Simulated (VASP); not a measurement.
# Ta (Im-3m) in VASP: a series of runs

Runs on Ta. Level: LDA. Tasks: single point, relaxation of cell and atoms.

All numbers are computed with VASP 6.6.1; they aren't measurements. Logs are shortened: lines on timing, memory, paths and dates and some standing lists are left out, and cuts for length are marked.

**1. The cell of the first run**

It takes space group Im-3m (No. 229, cubic). Conventional cell: a = 3.262 Å, b = 3.262 Å, c = 3.262 Å, α = 90.00°, β = 90.00°, γ = 90.00°. Within 3.7 Å of Ta (site symmetry m-3m) lie 14 Ta at 2.83 to 3.26 Å.

**2. Single point, LDA**

File INCAR:

```
SYSTEM = Ta
ALGO     = Normal         ! electronic algorithm
EDIFF    = 1E-6           ! SCF threshold, eV
ENCUT    = 500            ! plane-wave cutoff, eV
GGA      = CA             ! functional
GGA_COMPAT= .FALSE.      
ISIF     = 2              ! what is computed and relaxed
ISMEAR   = 0              ! smearing method
LASPH    = .TRUE.         ! aspherical terms in the spheres
LCHARG   = .FALSE.        ! write CHGCAR
LREAL    = .FALSE.        ! projectors in reciprocal space
LWAVE    = .FALSE.        ! write WAVECAR
NBANDS   = 12             ! bands
NELM     = 120            ! most SCF steps
PREC     = Accurate       ! precision mode
SIGMA    = 0.1            ! smearing width, eV
```

File KPOINTS:

```
k-points
0
G
  7 7 7
  0 0 0
```

File POSCAR:

```
Ta
1.0
   -1.6312244015      1.6312244015      1.6312244015
    1.6312244015     -1.6312244015      1.6312244015
    1.6312244015      1.6312244015     -1.6312244015
Ta
1
Direct
    0.0000000000      0.0000000000      0.0000000000
```

Potentials or basis: VASP PAW LDA potentials, release 64 (Ta_sv_GW).

On the command line:

```sh
> cat potpaw_LDA.64/Ta_sv_GW/POTCAR > POTCAR
> mpirun -np 1 vasp_std > vasp.out
```

OUTCAR:

```text
SYSTEM = Ta
   EDIFF = 1E-6
   ENCUT = 500
   GGA = CA
   ISIF = 2
   ISMEAR = 0
   LASPH = .TRUE.
   LREAL = .FALSE.
   NELM = 120
   PREC = Accurate

 ion  position               nearest neighbor table
   1  0.000  0.000  0.000-

  LATTYP: Found a body centered cubic cell.
 ALAT       =     3.2624488030

  Lattice vectors:

 A1 = (  -1.6312244015,   1.6312244015,   1.6312244015)
 A2 = (   1.6312244015,  -1.6312244015,   1.6312244015)
 A3 = (   1.6312244015,   1.6312244015,  -1.6312244015)

Analysis of symmetry for initial positions (statically):
=====================================================================
 Subroutine PRICEL returns:
 Original cell was already a primitive cell.

 Routine SETGRP: Setting up the symmetry group for a
 body centered cubic supercell.

 Subroutine GETGRP returns: Found 48 space group operations
 (whereof 48 operations were pure point group operations)
 out of a pool of 48 trial point group operations.

The static configuration has the point symmetry O_h .

Analysis of symmetry for dynamics (positions and initial velocities):
=====================================================================
 Subroutine PRICEL returns:
 Original cell was already a primitive cell.

 Routine SETGRP: Setting up the symmetry group for a
 body centered cubic supercell.

 Subroutine GETGRP returns: Found 48 space group operations
 (whereof 48 operations were pure point group operations)
 out of a pool of 48 trial point group operations.

The dynamic configuration has the point symmetry O_h .

 Subroutine INISYM returns: Found 48 space group operations
 (whereof 48 operations are pure point group operations),
 and found     1 'primitive' translations

----------------------------------------------------------------------------------------

                                     Primitive cell

  volume of cell :      17.3621

  direct lattice vectors                    reciprocal lattice vectors
    -1.631224401  1.631224401  1.631224401     0.000000000  0.306518220  0.306518220
     1.631224401 -1.631224401  1.631224401     0.306518220  0.000000000  0.306518220
     1.631224401  1.631224401 -1.631224401     0.306518220  0.306518220  0.000000000

  length of vectors
     2.825363542  2.825363542  2.825363542     0.433482224  0.433482224  0.433482224

  position of ions in fractional coordinates (direct lattice)
[... 78 lines left out ...]
   ISIF   =      2    stress and relaxation
   ISYM   =      2    0-nonsym 1-usesym 2-fastsym
   POTIM  = 0.5000    time-step for ionic-motion
   TEBEG  =    0.0;   TEEND  =   0.0 temperature during run
   PSTRESS=    0.0 pullay stress
   NELECT =      13.0000    total number of electrons
   NUPDOWN=      -1.0000    fix difference up-down
   EMIN   =  10.00;   EMAX   =-10.00  energy-range for DOS
   EFERMI =   0.00;   METHOD = LEGACY
   ISMEAR =     0;   SIGMA  =   0.10  broadening in eV -4-tet -1-fermi 0-gaus
   EFERMI_NEDOS =   21; number of points for ismear=-14 and -15
   IALGO  =     38    algorithm
   IMIX   =      4    mixing-type and parameters
     AMIX     =   0.40;   BMIX     =  1.00
     AMIX_MAG =   1.60;   BMIX_MAG =  1.00
  volume/ion in A,a.u.               =      17.36       117.16
  Fermi-wavevector in a.u.,A,eV,Ry     =   1.486582  2.809233 30.067875  2.209926
  Thomas-Fermi vector in A             =   2.599850
   LORBIT       =      0    0 simple, 1 ext, 2 COOP (PROOUT), +10 PAW based schemes
   GGA     = CA    functional components
   LHFCALC =     F    Hartree Fock is set to
   AEXX    =    0.0000 exact exchange contribution
   IVDW    =     0    specifies the selected vdW correction
   LEPSILON=     F    determine dielectric tensor
   LRPA    =     F    only Hartree local field effects (RPA)
 non-spin polarized calculation
 Gauss-broadening in eV      SIGMA  =   0.10
  energy-cutoff  :      500.00
  volume of cell :       17.36
 maximum number of plane-waves:       454
 NGX is ok and might be reduce to    24
   NGX = 11   NGY = 11   NGZ = 11

 number of electron      13.0000000 magnetization

 Free energy of the ion-electron system (eV)
  ---------------------------------------------------
  ext. energy  EPLUGINS =         0.00000000
  ---------------------------------------------------
  free energy    TOTEN  =       -15.33086269 eV

  energy without entropy =      -15.32686211  energy(sigma->0) =      -15.32886240

 E-fermi :  10.5145     XC(G=0): -13.4782

 val. band max:       10.3395482063   @ k =   0.2857   0.1429   0.0000
 cond. band min:      10.5298756714   @ k =   0.2857   0.0000   0.0000
 fundamental gap:      0.1903274651
 Fermi energy:        10.5145076557

 k-point     1 :       0.0000    0.0000    0.0000
  band No.  band energies     occupation
      1     -56.0665      2.00000
      2     -22.1257      2.00000
      3     -22.1257      2.00000
      4     -22.1257      2.00000
      5       2.7258      2.00000
      6      11.3254      0.00000
      7      11.3254      0.00000
      8      11.3254      0.00000
      9      14.7232      0.00000
     10      14.7232      0.00000
     11      25.5162      0.00000
     12      25.5162      0.00000
[... 271 lines left out ...]
 k-point    20 :      -0.4286    0.4286    0.4286
  band No.  band energies     occupation
      1     -55.8349      2.00000
      2     -23.0583      2.00000
      3     -23.0092      2.00000
      4     -23.0092      2.00000
      5       6.8984      2.00000
      6       7.0144      2.00000
      7      15.8847      0.00000
      8      15.8847      0.00000
      9      17.2355      0.00000
     10      18.3936      0.00000
     11      22.0838      0.00000
     12      22.0838      0.00000

------------------------ aborting loop because EDIFF is reached ----------------------------------------

  FORCE on cell =-STRESS in cart. coord.  units (eV):
  Direction    XX          YY          ZZ          XY          YZ          ZX
  --------------------------------------------------------------------------------------
  -------------------------------------------------------------------------------------
  Total       -0.0397128     -0.0397128     -0.0397128      0.0000000      0.0000000     -0.0000000
  in kB       -3.6647101     -3.6647101     -3.6647101      0.0000000      0.0000000     -0.0000000
  external PRESSURE =      -3.6647101 kB  Pullay stress =       0.0000000 kB

 VOLUME and BASIS-vectors are now :
 -----------------------------------------------------------------------------
  energy-cutoff  :      500.00
  volume of cell :       17.36
      direct lattice vectors                 reciprocal lattice vectors
    -1.631224401  1.631224401  1.631224401     0.000000000  0.306518220  0.306518220
     1.631224401 -1.631224401  1.631224401     0.306518220  0.000000000  0.306518220
     1.631224401  1.631224401 -1.631224401     0.306518220  0.306518220  0.000000000

 POSITION                                       TOTAL-FORCE (eV/Angst)
 -----------------------------------------------------------------------------------
      0.00000      0.00000      0.00000         0.000000      0.000000      0.000000
 -----------------------------------------------------------------------------------
    total drift:                               -0.000000      0.000000      0.000000

  FREE ENERGIE OF THE ION-ELECTRON SYSTEM (eV)
  ---------------------------------------------------
  free  energy   TOTEN  =       -15.3308626926 eV

  energy  without entropy=      -15.3268621074  energy(sigma->0) =      -15.32886240
```

OSZICAR:

```text
N       E                     dE             d eps       ncg     rms          rms(c)
DAV:   1     0.654515767019E+02    0.65452E+02   -0.77984E+03   500   0.102E+03
DAV:   2    -0.137378959513E+02   -0.79189E+02   -0.75656E+02   592   0.266E+02
DAV:   3    -0.161164488997E+02   -0.23786E+01   -0.23520E+01   556   0.413E+01
DAV:   4    -0.161322078667E+02   -0.15759E-01   -0.15758E-01   536   0.446E+00
DAV:   5    -0.161324951445E+02   -0.28728E-03   -0.28728E-03   700   0.432E-01    0.868E+01
DAV:   6    -0.154972725557E+02    0.63522E+00   -0.60627E-01   492   0.686E+00    0.572E+01
DAV:   7    -0.153839822614E+02    0.11329E+00   -0.97353E-01   524   0.820E+00    0.117E+01
DAV:   8    -0.153308901274E+02    0.53092E-01   -0.16747E-01   488   0.380E+00    0.132E+00
DAV:   9    -0.153308742270E+02    0.15900E-04   -0.20024E-03   528   0.463E-01    0.137E+00
DAV:  10    -0.153308643523E+02    0.98747E-05   -0.16925E-04   524   0.170E-01    0.970E-01
DAV:  11    -0.153308650953E+02   -0.74306E-06   -0.15044E-05   552   0.333E-02    0.261E-01
DAV:  12    -0.153308627344E+02    0.23609E-05   -0.10110E-05   488   0.331E-02    0.235E-01
DAV:  13    -0.153308626926E+02    0.41802E-07   -0.31526E-07   252   0.663E-03
   1 F= -.15330863E+02 E0= -.15328862E+02  d E =-.400059E-02
```

stdout:

```text
POSCAR found type information on POSCAR Ta
 POSCAR found :  1 types and       1 ions
 scaLAPACK will be used
 LDA part: xc-table for (Slater(with rela. corr.)+CA(PZ))
 , standard interpolation
 POSCAR, INCAR and KPOINTS ok, starting setup
 FFT: planning ... GRIDC
 FFT: planning ... GRID_SOFT
 FFT: planning ... GRID
 WAVECAR not read
 entering main loop
```

It used 4.5 s of CPU time on 1 thread of AMD EPYC 7R13 Processor (Zen 3) (shared host).

What came out:

| Property | Result |
| --- | --- |
| Free energy | -15.3309 eV |
| Pressure | -0.4 GPa |

Caveat: the k points lie up to 0.39 Å⁻¹ apart; spin-orbit coupling is left out, which moves the levels of the heavy elements.

**3. Relaxation of cell and atoms, LDA**

This run uses another cell than the first one, of 18.01 Å³/atom, 1.037 times its volume.

File INCAR:

```
SYSTEM = Ta
PREC = Accurate ; ENCUT = 500
EDIFF = 1E-7 ; ISMEAR = 0
SIGMA = 0.1 ; LREAL = .FALSE.
LASPH = .TRUE. ; NELM = 120
ALGO = Normal ; ISIF = 3
LWAVE = .FALSE. ; LCHARG = .FALSE.
GGA = CA ; IBRION = 2
NSW = 60 ; EDIFFG = -0.02
GGA_COMPAT = .FALSE. ; NELMIN = 4
```

File KPOINTS:

```
regular mesh
0
G
  7 7 7
  0 0 0
```

File POSCAR:

```
Ta
1.0
   -1.6512800000      1.6512800000      1.6512800000
    1.6512800000     -1.6512800000      1.6512800000
    1.6512800000      1.6512800000     -1.6512800000
Ta
1
Direct
    0.0000000000      0.0000000000      0.0000000000
```

Potentials or basis: VASP PAW LDA potentials, release 64 (Ta_sv_GW).

On the command line:

```sh
> cat potpaw_LDA.64/Ta_sv_GW/POTCAR > POTCAR
> mpirun -np 1 vasp_std > vasp.out
```

Run time: 13 s. Hardware: 1 thread of AMD EPYC 9R45 (Zen 5), shared host; peak memory 0.11 GiB.

The run converged. Its results:

```
Free energy                            : -15.3346 eV
Relaxed volume                         : 17.35 Å³/atom
Relaxed cell                           : a = 2.825 Å, b = 2.825 Å, c = 2.825 Å, α = 109.47°, β = 109.47°, γ = 109.47°
Space group after relaxing (to 0.05 Å) : Im-3m (No. 229)
Energy gained by relaxing              : 17.8 meV/atom
Ionic steps                            : 4
Pressure after relaxing                : 0.0 GPa
```

Step by step:
| step | energy change (eV) | largest force (eV/Å) | pressure (GPa) | volume (Å³) |
| --- | --- | --- | --- | --- |
| 1 | 0.0000 | 0.0000 | -8.31 | 18.01 |
| 2 | 0.1149 | 0.0000 | 26.67 | 15.68 |
| 3 | -0.0177 | 0.0000 | -0.52 | 17.39 |
| 4 | -0.0178 | 0.0000 | -0.02 | 17.35 |

Final structure:
```
Ta
1.0
    -1.63077    1.63077    1.63077
     1.63077   -1.63077    1.63077
     1.63077    1.63077   -1.63077
Ta
1
Direct
  0.00000 0.00000 0.00000
```

Levels at points of the mesh, in eV from the Fermi level:
```csv
k point,band 2,band 3,band 4,band 5,band 6,band 7,band 8,band 9,band 10
"(0.00, 0.00, 0.00)",-32.64,-32.64,-32.64,-7.79,0.81,0.81,0.81,4.21,4.21
```

Caveat: the k points lie up to 0.39 Å⁻¹ apart in the final cell; spin-orbit coupling is left out, which moves the levels of the heavy elements. LDA usually gives volumes a few per cent too small.
